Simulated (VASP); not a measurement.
A run of VASP 6.6.1:

INCAR

```
SYSTEM = Ca3H2Pt
PREC     = Accurate       ! precision mode
ENCUT    = 600            ! plane-wave cutoff, eV
EDIFF    = 1E-6           ! SCF threshold, eV
ISMEAR   = 0              ! smearing method
SIGMA    = 0.1            ! smearing width, eV
LREAL    = .False.        ! projectors in reciprocal space
LASPH    = .True.         ! aspherical terms in the spheres
NELM     = 60             ! most SCF steps
ALGO     = Normal         ! electronic algorithm
ISIF     = 3              ! what is computed and relaxed
LWAVE    = .False.        ! write WAVECAR
LCHARG   = .False.        ! write CHGCAR
GGA      = PE             ! functional
IBRION   = 2              ! ionic algorithm
NSW      = 90             ! ionic steps
EDIFFG   = -0.04          ! ionic threshold
```

Contents of KPOINTS:

```
regular mesh
0
Gamma
  6 6 6
  0 0 0
```

Contents of POSCAR:

```
Ca3H2Pt
1.0
    2.7078704100      1.5633897100      4.2637933200
   -2.7078704100      1.5633897100      4.2637933200
    0.0000000000     -3.1267794200      4.2637933200
Ca H Pt
3 2 1
Direct
    0.0000000000      0.5000000000      0.0000000000
    0.5000000000      0.0000000000      0.0000000000
    0.0000000000      0.0000000000      0.5000000000
    0.6257190100      0.6257190100      0.6257190100
    0.3742809900      0.3742809900      0.3742809900
    0.0000000000      0.0000000000      0.0000000000
```

Potentials or basis: VASP PAW PBE potentials, release 64 (Ca_sv, H, Pt).

Run with:

```bash
$ cat potpaw_PBE.64/Ca_sv/POTCAR potpaw_PBE.64/H/POTCAR potpaw_PBE.64/Pt/POTCAR > POTCAR
$ mpirun -np 1 vasp_std > vasp.out
```

Hardware: 1 thread of Intel(R) Xeon(R) 6975P-C (Granite Rapids) (shared host).

Estimate the wall time of this run.

Run time: 17 min on 1 thread of Intel(R) Xeon(R) 6975P-C (Granite Rapids) (shared host), peak memory 0.34 GiB. Counts: scf iterations 249, k points 32, ion steps 26.
